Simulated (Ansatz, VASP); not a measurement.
## Pt: VASP beside Ansatz

File POSCAR:

```
Pt
1.0
   -1.5224017996      1.5224017996      1.5930286872
    1.5224017996     -1.5224017996      1.5930286872
    1.5224017996      1.5224017996     -1.5930286872
Pt
1
Direct
    0.0000000000      0.0000000000      0.0000000000
```

Contents of INCAR.step1:

```
SYSTEM = Pt
ALGO = Normal
EDIFF = 1E-4
ENCUT = 520
GGA = PE
ISMEAR = 0
LASPH = .True.
LCHARG = .False.
LREAL = .False.
LWAVE = .True.
NBANDS = 11
NELM = 100
PREC = Accurate
SIGMA = 0.15
```

INCAR.step2

```
SYSTEM = Pt
ALGO = Normal
EDIFF = 1E-6
ENCUT = 520
ISIF = 2
ISMEAR = 0
ISTART = 1
LASPH = .True.
LCHARG = .True.
LELF = .True.
LMIXTAU = .True.
LREAL = .False.
LVHAR = .True.
LWAVE = .False.
METAGGA = R2SCAN
NBANDS = 11
NELM = 100
PREC = Accurate
SIGMA = 0.15
```

KPOINTS

```
k-points
0
Gamma
  26 26 26
  0 0 0
```

Input for Ansatz:

```yaml
crystal:
  lattice:
    - [-1.5224017996, 1.5224017996, 1.5930286872]
    - [1.5224017996, -1.5224017996, 1.5930286872]
    - [1.5224017996, 1.5224017996, -1.5930286872]
  atoms:
    - { symbol: Pt, position: [0.0, 0.0, 0.0] }
basis:
  ecutwfc: 500
kpoints:
  mp_grid: { grid: [26, 26, 26] }
hamiltonian:
  xc: r2scan
scf:
  occupations: { method: gaussian, width: 0.15 }
output:
  forces: true
  stress: true
  eigenvalues: true
```

Change from the starting cell: strain -0.030 along x and y, +0.015 along z, atoms carried along.

Alike in both runs: task single point; functional r2SCAN; k mesh 26 × 26 × 26; occupations gaussian, width 0.15 eV; no spin polarisation.

|  | VASP | Ansatz |
| --- | --- | --- |
| version | VASP 6.6.1 | Ansatz 0.2.0 |
| potentials or method | VASP PAW PBE potentials, release 64 (Pt), cutoff 520 eV | scalar-relativistic, plane waves, PAW |
| valence electrons in the cell | 10 | 18 |

```tsv
	VASP	Ansatz	Ansatz less VASP
gap on the k mesh at the Fermi level (eV)	none	none	-
pressure (GPa)	14.5	13.6	-0.92
traceless stress, the component that is largest in VASP (GPa)	2.68	2.66	-0.026
```

VASP's potentials were made for PBE, not for r2SCAN. A gap of «none» marks a metal or a gap that the smearing closes. VASP's potentials hold 10 valence electrons a cell and Ansatz's 18, so a difference there can come from the potentials and not from the codes.

Neither program's run includes spin-orbit coupling.
